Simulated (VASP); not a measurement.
Wanted: the native input for a VASP 6.6.1 run.

```yaml
Task: single point
Functional: r2SCAN
Potentials_or_basis: VASP PAW PBE potentials, release 64 (Mg, O)
Cutoff: 520 eV
k_mesh: 10 × 10 × 10
Occupations: gaussian, width 0.05 eV
Spin: no spin polarisation
Dipole_correction: no
Further_INCAR_settings: ALGO = Normal; EDIFF = 1e-07; NBANDS = 11
```

The system is MgO.

```
CELL_PARAMETERS angstrom
0.00000 2.13515 2.13515
2.13515 0.00000 2.13515
2.13515 2.13515 0.00000
ATOMIC_POSITIONS crystal
Mg 0.07318 0.92682 0.07318
O 0.50000 0.50000 0.50000
```

This cell differs from its parent crystal: all Mg atoms moved +0.312 Å, as atom 1 along Cartesian [0 1 0].

One way to write it, as run:

POSCAR

```
MgO
1.0
    0.0000000000      2.1351500000      2.1351500000
    2.1351500000      0.0000000000      2.1351500000
    2.1351500000      2.1351500000      0.0000000000
Mg O
1 1
Direct
    0.0731798703     -0.0731798703      0.0731798703
    0.5000000000      0.5000000000      0.5000000000
```

INCAR.step1

```
SYSTEM = MgO
PREC = Accurate
ENCUT = 520
ISMEAR = 0
SIGMA = 0.05
LREAL = .False.
LASPH = .True.
NELM = 80
NBANDS = 11
GGA = PE
ALGO = Normal
EDIFF = 1E-4
LWAVE = .True.
LCHARG = .False.
```

INCAR.step2

```
SYSTEM = MgO
PREC = Accurate
ENCUT = 520
EDIFF = 1E-7
ISMEAR = 0
SIGMA = 0.05
LREAL = .False.
LASPH = .True.
NELM = 80
ALGO = Normal
ISIF = 2
LWAVE = .False.
LCHARG = .False.
METAGGA = R2SCAN
LMIXTAU = .True.
NBANDS = 11
ISTART = 1
```

KPOINTS

```
Automatic mesh
0
Gamma
  10 10 10
  0 0 0
```

Potentials or basis: VASP PAW PBE potentials, release 64 (Mg, O).

Launch:

```bash
$ cat potpaw_PBE.64/Mg/POTCAR potpaw_PBE.64/O/POTCAR > POTCAR
$ cp INCAR.step1 INCAR
$ mpirun -np 1 vasp_std > vasp.out
$ cp INCAR.step2 INCAR
$ mpirun -np 1 vasp_std > vasp.out
```

Results of the run:

```yaml
Pressure: 1.7 GPa
Largest_force: 2.576 eV/Å
Band_gap_on_the_k_mesh: 5.17 eV, direct
```

Caveat: the cell differs from its parent crystal (all Mg atoms moved +0.312 Å, as atom 1 along Cartesian [0 1 0]); the PAW data sets were made with another functional, which shifts forces and pressure a little.

Run time: 30 s on 1 thread of Intel(R) Xeon(R) 6975P-C (Granite Rapids), on a shared host, peak memory 0.15 GiB.
